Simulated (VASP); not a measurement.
MgO2: single point with r2SCAN

The system is MgO2.

```
CELL_PARAMETERS angstrom
1.54458 0.89177 3.49398
-1.54458 0.89177 3.49398
0.00000 -1.78353 3.49398
ATOMIC_POSITIONS crystal
Mg 0.00000 0.00000 0.00000
O 0.42879 0.42879 0.42879
O 0.57121 0.57121 0.57121
```

This cell differs from its parent crystal: strain -0.0375 x Voigt [1, 1, 0, 0, 0, 0].

```json
{
 "Program": "VASP 6.6.1",
 "Task": "single point",
 "Functional": "r2SCAN",
 "Potentials or basis": "VASP PAW PBE potentials, release 64 (Mg, O)",
 "Cutoff": "520 eV",
 "k mesh": "12 × 12 × 12",
 "Occupations": "gaussian, width 0.05 eV",
 "Spin": "no spin polarisation"
}
```

The pressure is 3.0 GPa and the largest force is 0.488 eV/Å. The band gap on the k mesh is 2.79 eV.

Forces on the atoms (eV/Å):
```
Mg   0.000  0.000  0.000
O    0.000  0.000  0.488
O    0.000  0.000 -0.488
```

Stress tensor (GPa, compression positive):
```
 6.47  0.00  0.00
 0.00  6.47  0.00
 0.00  0.00 -3.87
```

Levels at points of the mesh, in eV from the valence-band top:
```
           k point  band 5  band 6  band 7  band 8  band 9  band 10
(0.00, 0.00, 0.00)   -3.35   -0.87   -0.87    5.55    6.03    13.58
(0.50, 0.00, 0.00)   -3.78   -1.37   -1.32    4.77   10.08    12.39
(0.50, 0.50, 0.00)   -4.44   -2.35   -0.23    4.07    9.25    12.92
(0.50, 0.50, 0.50)   -3.92    0.00    0.00    2.79    6.28    11.17
```

Run time: 7.1 min on 1 thread of Intel(R) Xeon(R) Platinum 8259CL CPU @ 2.50GHz (Skylake/Cascade Lake), on a shared host, peak memory 0.22 GiB.

Caveat: the cell differs from its parent crystal (strain -0.0375 x Voigt [1, 1, 0, 0, 0, 0]); the cell stands under pressure; the PAW data sets were made with another functional, which shifts forces and pressure a little. A k mesh can miss the band edges.
